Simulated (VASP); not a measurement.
Write the native input for VASP 6.6.1 that does the following.

```
Task                   : single point
Functional             : r2SCAN
Potentials or basis    : VASP PAW PBE potentials, release 64 (Be, S)
Cutoff                 : 520 eV
k mesh                 : 10 × 10 × 10
Occupations            : gaussian, width 0.01 eV
Spin                   : no spin polarisation
Dipole correction      : no
Further INCAR settings : ALGO = Normal; EDIFF = 1e-06; NBANDS = 11
```

Crystal: BeS.

```
Be S
1.0
     0.00000    2.43431    2.43431
     2.43431    0.00000    2.43431
     2.43431    2.43431    0.00000
Be S
1 1
Cartesian
  0.0000 0.0000 0.0000
  1.2172 1.2172 1.2172
```

One way to write it, as run:

POSCAR

```
BeS
1.0
    0.0000000000      2.4343066371      2.4343066371
    2.4343066371      0.0000000000      2.4343066371
    2.4343066371      2.4343066371      0.0000000000
Be S
1 1
Direct
    0.0000000000      0.0000000000      0.0000000000
    0.2500000000      0.2500000000      0.2500000000
```

INCAR.step1

```
PREC = Accurate ; ENCUT = 520
ISMEAR = 0 ; SIGMA = 0.01
LREAL = F ; LASPH = T
NELM = 80 ; NBANDS = 11
GGA = PE ; ALGO = Normal
EDIFF = 1E-4 ; LWAVE = T
LCHARG = F
```

INCAR.step2

```
PREC = Accurate ; ENCUT = 520
EDIFF = 1E-6 ; ISMEAR = 0
SIGMA = 0.01 ; LREAL = F
LASPH = T ; NELM = 80
ALGO = Normal ; ISIF = 2
LWAVE = F ; LCHARG = F
METAGGA = R2SCAN ; LMIXTAU = T
NBANDS = 11 ; ISTART = 1
```

KPOINTS

```
Automatic mesh
0
Gamma
  10 10 10
```

Potentials or basis: VASP PAW PBE potentials, release 64 (Be, S).

Command:

```sh
$ cat potpaw_PBE.64/Be/POTCAR potpaw_PBE.64/S/POTCAR > POTCAR
$ cp INCAR.step1 INCAR
$ mpirun -np 1 vasp_std > vasp.out
$ cp INCAR.step2 INCAR
$ mpirun -np 1 vasp_std > vasp.out
```

It gave:

The pressure is 0.3 GPa and the band gap on the k mesh is 3.60 eV, indirect (least direct gap 6.26 eV).

Caveat: the PAW data sets were made with another functional, which shifts forces and pressure a little.

It took 56 s on 1 thread of Intel(R) Xeon(R) Platinum 8488C (Sapphire Rapids) (shared host), peak memory 0.16 GiB.
